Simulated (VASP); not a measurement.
## TiSi2: single point with PBEsol

The system is TiSi2.

```
Ti Si
1.0
    -1.47287    1.71213    4.21208
     1.47287   -1.71213    4.21208
     1.47287    1.71213   -4.21208
Ti Si
1 2
Cartesian
  0.0000 0.0000 0.0000
  0.0000 0.0000 2.7793
  0.0000 0.0000 5.6448
```

```json
{"Program": "VASP 6.6.1", "Task": "single point", "Functional": "PBEsol", "Potentials or basis": "VASP PAW PBE potentials, release 64 (Ti_sv, Si)", "Cutoff": "520 eV", "k mesh": "6 × 6 × 6", "Occupations": "fermi-dirac, width 0.3 eV", "Spin": "no spin polarisation", "Dipole correction": "no", "Further INCAR settings": "ALGO = Normal; EDIFF = 1e-07; NBANDS = 17"}
```

```yaml
Pressure: -2.5 GPa
Largest_force: 0.046 eV/Å
Band_gap_on_the_k_mesh: zero (band 10 reaches 11.23 eV, above the bottom of band 11 at 9.11 eV)
```

Forces on the atoms (eV/Å):
```
Ti   0.000  0.000  0.000
Si   0.000  0.000 -0.046
Si   0.000  0.000  0.046
```

Stress tensor (GPa, compression positive):
```
 1.13  0.00  0.00
 0.00 -3.74  0.00
 0.00  0.00 -4.87
```

Levels at points of the mesh, in eV from the Fermi level:
```tsv
k point	band 6	band 7	band 8	band 9	band 10	band 11	band 12	band 13	band 14	band 15
(0.00, 0.00, 0.00)	-4.84	-4.21	-2.22	-0.72	0.69	1.97	2.33	3.05	3.71	4.02
(0.50, 0.00, 0.00)	-9.18	-4.41	-3.85	-0.78	0.87	1.97	2.51	3.45	3.94	5.43
(0.00, 0.50, 0.00)	-8.20	-3.68	-3.48	-1.02	-0.52	0.90	2.72	3.30	3.93	4.18
(0.50, 0.50, 0.00)	-5.35	-5.13	-4.73	-2.97	-1.39	-0.74	2.66	2.84	3.06	3.42
(0.50, 0.50, 0.50)	-8.92	-1.36	-1.36	-0.43	0.38	1.90	2.38	2.40	3.61	3.74
```

Wall time 98 s on 1 thread of Intel Xeon 6975P-C (shared host), peak memory 0.21 GiB.

Caveat: the k points lie up to 0.47 Å⁻¹ apart; the PAW data sets were made with another functional, which shifts forces and pressure a little.
